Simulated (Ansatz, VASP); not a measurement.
**NbRu3: VASP beside Ansatz**

```xyz
4
Lattice="3.9576 0.0000 0.0000 0.0000 3.9576 0.0000 0.0000 0.0000 3.8800" Properties=species:S:1:pos:R:3 pbc="T T T"
Nb    0.0000    0.0000    0.0000
Ru    0.0000    1.9788    1.9400
Ru    1.9788    0.0000    1.9400
Ru    1.9788    1.9788    0.0000
```

Change from the starting cell: equal xx and yy strain of +2 %.

Alike in both runs: task single point; functional LDA; k mesh 9 × 9 × 9; occupations fermi-dirac, width 0.05 eV; no spin polarisation.

|  | VASP | Ansatz |
| --- | --- | --- |
| version | VASP 6.6.1 | Ansatz 0.2.0 |
| potentials or method | VASP PAW LDA potentials, release 64 (Nb_sv, Ru_pv), cutoff 520 eV | all-electron LAPW, scalar-relativistic |

Ansatz gave:

| Item | Value |
| --- | --- |
| pressure (GPa) | -20.6 |
| traceless stress, the component that is largest in VASP (GPa) | 1.83 |

Task: Which values does VASP return?

Result: Pressure (GPa): -20.3; traceless stress, the component that is largest in VASP (GPa): 1.83.

LDA's correlation is that of Perdew and Zunger in VASP and of Perdew and Wang (1992) in Ansatz. Ansatz ran all-electron here, and VASP with PAW potentials.
